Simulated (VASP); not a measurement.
# ReS (F-43m) in VASP: a series of runs

The runs below take ReS through single point, relaxation of cell and atoms, with PBEsol.

All numbers are computed with VASP 6.6.1; they aren't measurements. Logs are shortened: lines on timing, memory, paths and dates and some standing lists are left out, and cuts for length are marked.

### 1 The cell of the first run

The structure is cubic, space group F-43m (No. 216). The conventional cell has a = 5.184 Å, b = 5.184 Å, c = 5.184 Å, α = 90.00°, β = 90.00°, γ = 90.00°. Re (site symmetry -43m) has 4 S at 2.24 Å within 3.0 Å. Within 3.0 Å of S (site symmetry -43m) lie 4 Re at 2.24 Å.

### 2 Single point, PBEsol, collinear spin, ferromagnetic start

INCAR reads:

```
SYSTEM = ReS
PREC = Accurate ; ENCUT = 520
EDIFF = 1E-7 ; ISMEAR = 0
SIGMA = 0.1 ; LREAL = .FALSE.
LASPH = .TRUE. ; NELM = 150
ALGO = Normal ; ISIF = 2
LWAVE = .FALSE. ; LCHARG = .FALSE.
ISPIN = 2 ; MAGMOM = 3.5 0
LORBIT = 11 ; LMAXMIX = 4
GGA = PS ; NBANDS = 18
```

KPOINTS reads:

```
regular mesh
0
G
  14 14 14
  0 0 0
```

POSCAR reads:

```
ReS
1.0
    0.0000000000      2.5920438540      2.5920438540
    2.5920438540      0.0000000000      2.5920438540
    2.5920438540      2.5920438540      0.0000000000
Re S
1 1
Direct
    0.0000000000      0.0000000000      0.0000000000
    0.2500000000      0.2500000000      0.2500000000
```

Potentials or basis: VASP PAW PBE potentials, release 64 (Re, S).

On the command line:

```bash
$ cat potpaw_PBE.64/Re/POTCAR potpaw_PBE.64/S/POTCAR > POTCAR
$ mpirun -np 1 vasp_std > vasp.out
```

OUTCAR:

```text
SYSTEM = ReS
   PREC = Accurate
   ENCUT = 520
   EDIFF = 1E-7
   ISMEAR = 0
   LREAL = .FALSE.
   LASPH = .TRUE.
   NELM = 150
   ISIF = 2
   ISPIN = 2
   LORBIT = 11
   GGA = PS

 ion  position               nearest neighbor table
   1  0.000  0.000  0.000-   2 2.24   2 2.24   2 2.24   2 2.24
   2  0.250  0.250  0.250-   1 2.24   1 2.24   1 2.24   1 2.24

  LATTYP: Found a face centered cubic cell.
 ALAT       =     5.1840877080

  Lattice vectors:

 A1 = (   0.0000000000,   2.5920438540,   2.5920438540)
 A2 = (   2.5920438540,   0.0000000000,   2.5920438540)
 A3 = (   2.5920438540,   2.5920438540,   0.0000000000)

Analysis of symmetry for initial positions (statically):
=====================================================================
 Subroutine PRICEL returns:
 Original cell was already a primitive cell.

 Routine SETGRP: Setting up the symmetry group for a
 face centered cubic supercell.

 Subroutine GETGRP returns: Found 24 space group operations
 (whereof 24 operations were pure point group operations)
 out of a pool of 48 trial point group operations.

The static configuration has the point symmetry T_d .

Analysis of symmetry for dynamics (positions and initial velocities):
=====================================================================
 Subroutine PRICEL returns:
 Original cell was already a primitive cell.

 Routine SETGRP: Setting up the symmetry group for a
 face centered cubic supercell.

 Subroutine GETGRP returns: Found 24 space group operations
 (whereof 24 operations were pure point group operations)
 out of a pool of 48 trial point group operations.

The dynamic configuration has the point symmetry T_d .

Analysis of structural, dynamic, and magnetic symmetry:
=====================================================================
 Subroutine PRICEL returns:
 Original cell was already a primitive cell.

 Routine SETGRP: Setting up the symmetry group for a
 face centered cubic supercell.

 Subroutine GETGRP returns: Found 24 space group operations
 (whereof 24 operations were pure point group operations)
 out of a pool of 48 trial point group operations.

The overall configuration has the point symmetry T_d .

 Subroutine INISYM returns: Found 24 space group operations
 (whereof 24 operations are pure point group operations),
 and found     1 'primitive' translations

----------------------------------------------------------------------------------------

                                     Primitive cell

  volume of cell :      34.8303

  direct lattice vectors                    reciprocal lattice vectors
     0.000000000  2.592043854  2.592043854    -0.192897971  0.192897971  0.192897971
     2.592043854  0.000000000  2.592043854     0.192897971 -0.192897971  0.192897971
     2.592043854  2.592043854  0.000000000     0.192897971  0.192897971 -0.192897971

  length of vectors
     3.665703573  3.665703573  3.665703573     0.334109086  0.334109086  0.334109086

  position of ions in fractional coordinates (direct lattice)
[... 8 lines left out ...]
----------------------------------------------------------------------------------------

 KPOINTS: regular mesh

Automatic generation of k-mesh.
 Grid dimensions read from file:
 generate k-points for:   14   14   14

 Generating k-lattice:

  Cartesian coordinates                     Fractional coordinates (reciprocal lattice)
    -0.013778426  0.013778426  0.013778426     0.071428571  0.000000000  0.000000000
     0.013778426 -0.013778426  0.013778426     0.000000000  0.071428571  0.000000000
     0.013778426  0.013778426 -0.013778426     0.000000000  0.000000000  0.071428571

  Length of vectors
     0.023864935  0.023864935  0.023864935

  Shift w.r.t. Gamma in fractional coordinates (k-lattice)
     0.000000000  0.000000000  0.000000000

 Subroutine IBZKPT returns following result:
 ===========================================

 Found    104 irreducible k-points:

 Following reciprocal coordinates:
            Coordinates               Weight
  0.000000  0.000000  0.000000      1.000000
  0.071429  0.000000  0.000000      8.000000
  0.142857  0.000000  0.000000      8.000000
  0.214286  0.000000  0.000000      8.000000
  0.285714  0.000000  0.000000      8.000000
  0.357143  0.000000  0.000000      8.000000
[... 16 lines left out ...]
  0.214286  0.142857  0.000000     24.000000
  0.285714  0.142857  0.000000     24.000000
 [... further k-points ...]
   k-points           NKPTS =    104   k-points in BZ     NKDIM =    104   number of bands    NBANDS=     18
   number of dos      NEDOS =    301   number of ions     NIONS =      2
   total plane-waves  NPLWV =  21952
   dimension x,y,z NGX =    28 NGY =   28 NGZ =   28
   dimension x,y,z NGXF=    56 NGYF=   56 NGZF=   56
   ions per type =               1   1
   NGX,Y,Z   is equivalent  to a cutoff of  12.70, 12.70, 12.70 a.u.
   NGXF,Y,Z  is equivalent  to a cutoff of  25.40, 25.40, 25.40 a.u.
 SYSTEM =  ReS
   PREC   = accura    normal or accurate (medium, high low for compatibility)
   ISTART =      0    job   : 0-new  1-cont  2-samecut
   ICHARG =      2    charge: 1-file 2-atom 10-const
   ISPIN  =      2    spin polarized calculation?
   LNONCOLLINEAR =      F non collinear calculations
   LSORBIT =      F    spin-orbit coupling
   LASPH  =      T    aspherical Exc in radial PAW
   ENCUT  =  520.0 eV  38.22 Ry    6.18 a.u.   6.82  6.82  6.82*2*pi/ulx,y,z
   NELM   =    150;   NELMIN=  2; NELMDL= -5     # of ELM steps
   EDIFF  = 0.1E-06   stopping-criterion for ELM
   LREAL  =      F    real-space projection
   EDIFFG = 0.1E-05   stopping-criterion for IOM
   NSW    =      0    number of steps for IOM
   IBRION =     -1    ionic relax: 0-MD 1-quasi-New 2-CG
   NFREE  =      0    steps in history (QN), initial steepest desc. (CG)
   ISIF   =      2    stress and relaxation
   ISYM   =      2    0-nonsym 1-usesym 2-fastsym
   POTIM  = 0.5000    time-step for ionic-motion
   TEBEG  =    0.0;   TEEND  =   0.0 temperature during run
   PSTRESS=    0.0 pullay stress
   NELECT =      13.0000    total number of electrons
   NUPDOWN=      -1.0000    fix difference up-down
   EMIN   =  10.00;   EMAX   =-10.00  energy-range for DOS
   EFERMI =   0.00;   METHOD = LEGACY
   ISMEAR =     0;   SIGMA  =   0.10  broadening in eV -4-tet -1-fermi 0-gaus
   EFERMI_NEDOS =   21; number of points for ismear=-14 and -15
   IALGO  =     38    algorithm
   IMIX   =      4    mixing-type and parameters
     AMIX     =   0.40;   BMIX     =  1.00
     AMIX_MAG =   1.60;   BMIX_MAG =  1.00
  volume/ion in A,a.u.               =      17.42       117.52
  Fermi-wavevector in a.u.,A,eV,Ry     =   1.178701  2.227422 18.903060  1.389336
  Thomas-Fermi vector in A             =   2.315025
   LORBIT       =     11    0 simple, 1 ext, 2 COOP (PROOUT), +10 PAW based schemes
   GGA     = PS    functional components
   LHFCALC =     F    Hartree Fock is set to
   AEXX    =    0.0000 exact exchange contribution
   IVDW    =     0    specifies the selected vdW correction
   LEPSILON=     F    determine dielectric tensor
   LRPA    =     F    only Hartree local field effects (RPA)
 spin polarized calculation
 Gauss-broadening in eV      SIGMA  =   0.10
  energy-cutoff  :      520.00
  volume of cell :       34.83
 maximum number of plane-waves:       960
   NGX = 13   NGY = 13   NGZ = 13

 number of electron      12.9999999 magnetization       0.0007296

 Free energy of the ion-electron system (eV)
  ---------------------------------------------------
  ext. energy  EPLUGINS =         0.00000000
  ---------------------------------------------------
  free energy    TOTEN  =       -17.09335587 eV

  energy without entropy =      -17.08042784  energy(sigma->0) =      -17.08689186

 E-fermi :   6.5233     XC(G=0): -11.4802

 val. band max:        6.5165979459   @ k =   0.5000   0.3571   0.0714
 cond. band min:       6.5244231767   @ k =  -0.2857   0.3571   0.0714
 fundamental gap:      0.0078252307
 Fermi energy:         6.5232838118

 spin component 1

 k-point     1 :       0.0000    0.0000    0.0000
  band No.  band energies     occupation
      1      -9.4051      1.00000
      2       0.1576      1.00000
      3       0.1576      1.00000
      4       0.1576      1.00000
      5       5.3413      1.00000
      6       5.3414      1.00000
[... 10 lines left out ...]
     17      22.3282      0.00000
     18      22.3282      0.00000

 k-point     2 :       0.0714    0.0000    0.0000
  band No.  band energies     occupation
      1      -9.3539      1.00000
      2       0.0802      1.00000
      3       0.1893      1.00000
      4       0.1893      1.00000
      5       5.3097      1.00000
      6       5.3097      1.00000
[... 10 lines left out ...]
     17      22.6873      0.00000
     18      22.9182      0.00000

 k-point     3 :       0.1429    0.0000    0.0000
  band No.  band energies     occupation
      1      -9.2085      1.00000
      2      -0.1093      1.00000
      3       0.2757      1.00000
      4       0.2757      1.00000
      5       5.2457      1.00000
      6       5.2457      1.00000
[... 10 lines left out ...]
     17      23.5885      0.00000
     18      23.6871      0.00000

 k-point     4 :       0.2143    0.0000    0.0000
  band No.  band energies     occupation
      1      -8.9933      1.00000
      2      -0.3209      1.00000
      3       0.3934      1.00000
      4       0.3934      1.00000
      5       5.2199      1.00000
      6       5.2199      1.00000
[... 375 lines left out ...]
      4       0.3685      1.00000
      5       4.8293      1.00000
      6       5.5637      1.00000
[... 10 lines left out ...]
     17      23.5037      0.00000
     18      23.5084      0.00000

 k-point    23 :       0.2143    0.1429    0.0000
  band No.  band energies     occupation
      1      -8.9807      1.00000
      2      -0.4450      1.00000
      3       0.4739      1.00000
      4       0.4899      1.00000
      5       4.6470      1.00000
      6       5.6570      1.00000
[... 10 lines left out ...]
     17      24.0257      0.00000
     18      24.1190      0.00000

 k-point    24 :       0.2857    0.1429    0.0000
  band No.  band energies     occupation
      1      -8.7664      1.00000
      2      -0.5797      1.00000
      3       0.5623      1.00000
      4       0.6246      1.00000
      5       4.5883      1.00000
      6       5.7582      1.00000
[... 10 lines left out ...]
     17      24.7743      0.00000
     18      24.7863      0.00000

 [... further k-points ...]

 spin component 2

 k-point     1 :       0.0000    0.0000    0.0000
  band No.  band energies     occupation
      1      -9.4050      1.00000
      2       0.1578      1.00000
      3       0.1578      1.00000
      4       0.1578      1.00000
      5       5.3419      1.00000
      6       5.3419      1.00000
[... 10 lines left out ...]
     17      22.3283      0.00000
     18      22.3283      0.00000

 k-point     2 :       0.0714    0.0000    0.0000
  band No.  band energies     occupation
      1      -9.3538      1.00000
      2       0.0804      1.00000
      3       0.1894      1.00000
      4       0.1894      1.00000
      5       5.3102      1.00000
      6       5.3102      1.00000
[... 10 lines left out ...]
     17      22.6920      0.00000
     18      22.9183      0.00000

 k-point     3 :       0.1429    0.0000    0.0000
  band No.  band energies     occupation
      1      -9.2084      1.00000
      2      -0.1091      1.00000
      3       0.2759      1.00000
      4       0.2759      1.00000
      5       5.2462      1.00000
      6       5.2462      1.00000
[... 10 lines left out ...]
     17      23.5890      0.00000
     18      23.6873      0.00000

 k-point     4 :       0.2143    0.0000    0.0000
  band No.  band energies     occupation
      1      -8.9932      1.00000
      2      -0.3207      1.00000
      3       0.3936      1.00000
      4       0.3936      1.00000
      5       5.2204      1.00000
      6       5.2204      1.00000
[... 375 lines left out ...]
      4       0.3687      1.00000
      5       4.8298      1.00000
      6       5.5642      1.00000
[... 10 lines left out ...]
     17      23.5039      0.00000
     18      23.5126      0.00000

 k-point    23 :       0.2143    0.1429    0.0000
  band No.  band energies     occupation
      1      -8.9807      1.00000
      2      -0.4449      1.00000
      3       0.4740      1.00000
      4       0.4901      1.00000
      5       4.6475      1.00000
      6       5.6575      1.00000
[... 10 lines left out ...]
     17      24.0260      0.00000
     18      24.1193      0.00000

 k-point    24 :       0.2857    0.1429    0.0000
  band No.  band energies     occupation
      1      -8.7663      1.00000
      2      -0.5796      1.00000
      3       0.5624      1.00000
      4       0.6248      1.00000
      5       4.5887      1.00000
      6       5.7587      1.00000
[... 10 lines left out ...]
     17      24.7745      0.00000
     18      24.7865      0.00000

 [... further k-points ...]

------------------------ aborting loop because EDIFF is reached ----------------------------------------

  FORCE on cell =-STRESS in cart. coord.  units (eV):
  Direction    XX          YY          ZZ          XY          YZ          ZX
  --------------------------------------------------------------------------------------
  -------------------------------------------------------------------------------------
  Total        0.4275894      0.4275894      0.4275894     -0.0000000     -0.0000000     -0.0000000
  in kB       19.6689206     19.6689206     19.6689206     -0.0000000     -0.0000000     -0.0000000
  external PRESSURE =      19.6689206 kB  Pullay stress =       0.0000000 kB

 VOLUME and BASIS-vectors are now :
 -----------------------------------------------------------------------------
  energy-cutoff  :      520.00
  volume of cell :       34.83
      direct lattice vectors                 reciprocal lattice vectors
     0.000000000  2.592043854  2.592043854    -0.192897971  0.192897971  0.192897971
     2.592043854  0.000000000  2.592043854     0.192897971 -0.192897971  0.192897971
     2.592043854  2.592043854  0.000000000     0.192897971  0.192897971 -0.192897971

 POSITION                                       TOTAL-FORCE (eV/Angst)
 -----------------------------------------------------------------------------------
      0.00000      0.00000      0.00000         0.000000     -0.000000      0.000000
      1.29602      1.29602      1.29602         0.000000      0.000000      0.000000
 -----------------------------------------------------------------------------------
    total drift:                                0.000000      0.000000     -0.000000

  FREE ENERGIE OF THE ION-ELECTRON SYSTEM (eV)
  ---------------------------------------------------
  free  energy   TOTEN  =       -17.0933558681 eV

  energy  without entropy=      -17.0804278436  energy(sigma->0) =      -17.08689186

 total charge

# of ion       s       p       d       tot
------------------------------------------
    1        0.558   0.495   5.226   6.279
    2        1.294   2.382   0.000   3.676
--------------------------------------------------
tot          1.852   2.877   5.226   9.955

 magnetization (x)

# of ion       s       p       d       tot
------------------------------------------
    1        0.000   0.000   0.000   0.001
    2       -0.000  -0.000   0.000  -0.000
--------------------------------------------------
tot          0.000   0.000   0.000   0.001
```

Run time: 7.9 min. Hardware: 1 thread of AMD EPYC 7R13, shared host; peak memory 0.21 GiB.

Results:

- Free energy: -17.0934 eV
- Pressure: 2.0 GPa
- Net moment: 0.00 μB per cell
- Valence electrons inside the program's atomic spheres: Re 6.28; S 3.68

Caveat: the PAW data sets were made with another functional, which shifts forces and pressure a little; spin-orbit coupling is left out, which moves the levels of the heavy elements.

(Part 1 of 2 ends here.)
